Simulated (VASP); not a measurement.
Set up this calculation in VASP 6.6.1, as the native input.

```
Task                    : density of states
Functional              : PBE
Potentials or basis     : VASP PAW PBE potentials, release 64 (Rh_pv)
Cutoff                  : 520 eV
k mesh                  : 17 × 17 × 17
Occupations             : fermi-dirac, width 0.1 eV
Spin                    : no spin polarisation
Dipole correction       : no
k mesh for the DOS      : 26 × 26 × 26
Occupations for the DOS : tetrahedron
Further INCAR settings  : ALGO = Normal; EDIFF = 1e-06
```

Rh:

```xyz
1
Lattice="-1.5359 1.5359 1.5359 1.5359 -1.5359 1.5359 1.5359 1.5359 -1.5359" Properties=species:S:1:pos:R:3 pbc="T T T"
Rh    0.0000    0.0000    0.0000
```

One way to write it, as run:

POSCAR

```
Rh
1.0
   -1.5359279900      1.5359279900      1.5359279900
    1.5359279900     -1.5359279900      1.5359279900
    1.5359279900      1.5359279900     -1.5359279900
Rh
1
Direct
    0.0000000000      0.0000000000      0.0000000000
```

INCAR.step1

```
ALGO = Normal
EDIFF = 1E-6
ENCUT = 520
GGA = PE
ISIF = 2
ISMEAR = -1
LASPH = T
LCHARG = T
LMAXMIX = 4
LREAL = F
LWAVE = F
NBANDS = 14
NELM = 80
PREC = Accurate
SIGMA = 0.1
```

KPOINTS.step1

```
k-points
0
Gamma
  17 17 17
```

INCAR.step2

```
ALGO = Normal
EDIFF = 1E-6
ENCUT = 520
GGA = PE
ICHARG = 11
ISIF = 2
ISMEAR = -5
LASPH = T
LCHARG = F
LMAXMIX = 4
LORBIT = 10
LREAL = F
LWAVE = F
NEDOS = 1001
NELM = 80
PREC = Accurate
SIGMA = 0.1
```

KPOINTS.step2

```
k-points
0
Gamma
  26 26 26
```

Potentials or basis: VASP PAW PBE potentials, release 64 (Rh_pv).

Run with:

```sh
$ cat potpaw_PBE.64/Rh_pv/POTCAR > POTCAR
$ cp INCAR.step1 INCAR
$ cp KPOINTS.step1 KPOINTS
$ mpirun -np 1 vasp_std > vasp.out
$ cp INCAR.step2 INCAR
$ cp KPOINTS.step2 KPOINTS
$ mpirun -np 1 vasp_std > vasp.out
```

Results of the run:

| Item | Value |
| --- | --- |
| Valence electrons inside the program's atomic spheres | Rh 13.72 |

Wall time 2.2 min on 1 thread of Intel Xeon 8259CL, with other jobs on the host, peak memory 0.23 GiB.
